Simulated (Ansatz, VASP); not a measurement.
# Ba in VASP and in Ansatz

INCAR

```
PREC     = Accurate       # precision mode
ENCUT    = 500            # plane-wave cutoff, eV
EDIFF    = 1E-7           # SCF threshold, eV
ISMEAR   = 1              # smearing method
SIGMA    = 0.1            # smearing width, eV
LREAL    = False          # projectors in reciprocal space
LASPH    = True           # aspherical terms in the spheres
NELM     = 120            # most SCF steps
ALGO     = Normal         # electronic algorithm
ISIF     = 3              # what is computed and relaxed
LWAVE    = False          # write WAVECAR
LCHARG   = False          # write CHGCAR
GGA      = PE             # functional
IBRION   = 2              # ionic algorithm
NSW      = 60             # ionic steps
EDIFFG   = -0.005         # ionic threshold
GGA_COMPAT= False        
NELMIN   = 4
```

File KPOINTS:

```
Automatic mesh
0
Gamma
  15 15 15
```

File POSCAR:

```
Ba
1.0
   -2.5100000000      2.5100000000      2.5100000000
    2.5100000000     -2.5100000000      2.5100000000
    2.5100000000      2.5100000000     -2.5100000000
Ba
1
Direct
    0.0000000000      0.0000000000      0.0000000000
```

Input for Ansatz:

```yaml
crystal:
  lattice:
    - [-2.51, 2.51, 2.51]
    - [2.51, -2.51, 2.51]
    - [2.51, 2.51, -2.51]
  atoms:
    - { symbol: Ba, position: [0.0, 0.0, 0.0] }
kpoints:
  mp_grid: { grid: [15, 15, 15] }
scf:
  occupations: { method: cold, width: 0.1 }
hamiltonian:
  xc: pbe
  pseudopotentials: { kind: paw, azcp: { folder: soft_1 } }
output:
  forces: true
  stress: true
  populations: false
relax:
  f_tol: 0.005
  max_steps: 40
  cell: {}
```

Alike in both runs: task relaxation of cell and atoms; functional PBE; k mesh 15 × 15 × 15; no spin polarisation.

|  | VASP | Ansatz |
| --- | --- | --- |
| version | VASP 6.6.1 | Ansatz 0.2.0 |
| potentials or method | VASP PAW PBE potentials, release 64 (Ba_sv) | plane-wave PAW, scalar-relativistic |
| plane-wave cutoff (eV) | 500 | 420 |
| occupations | methfessel-paxton of order 1, width 0.1 eV | cold, width 0.1 eV |
| valence electrons in the cell | 10 | 10 |

Ansatz gave:

| Quantity | Value |
| --- | --- |
| relaxed volume (Å³/atom) | 63.25 |
| relaxed cell length with the largest relative difference (Å) | 4.347 |

Q: Which values does VASP return?

A: Relaxed volume (Å³/atom): 63.49; relaxed cell length with the largest relative difference (Å): 4.353.

Spin-orbit coupling is off throughout.
